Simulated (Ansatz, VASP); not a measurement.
Two plane-wave programs on BaTe

```
Ba Te
1.0
     0.00000    3.91416    3.91416
     4.07073    0.00000    3.91416
     4.07073    3.91416    0.00000
Ba Te
1 1
Direct
  0.00000 0.00000 0.00000
  0.25000 0.25000 0.25000
```

Change from the starting cell: uniaxial_x strain +4.0%.

Alike in both runs: task single point; functional PBE; k mesh 6 × 6 × 6; occupations fermi-dirac, width 0.02 eV; no spin polarisation.

|  | VASP | Ansatz |
| --- | --- | --- |
| version | VASP 6.6.1 | Ansatz 0.2.0 |
| potentials or method | VASP PAW PBE potentials, release 64 (Ba_sv, Te) | plane waves, PAW |
| plane-wave cutoff (eV) | 500 | 420 |
| valence electrons in the cell | 16 | 26 |

```csv
,VASP,Ansatz,Ansatz less VASP
gap on the k mesh at the Fermi level (eV),2.49,2.48,-0.006
pressure (GPa),-0.5,-0.7,-0.18
"traceless stress, the component that is largest in VASP (GPa)",-0.09,-0.10,-0.006
```

VASP's potentials hold 16 valence electrons a cell and Ansatz's 26, so a difference there can come from the potentials and not from the codes.

Spin-orbit coupling is off throughout.
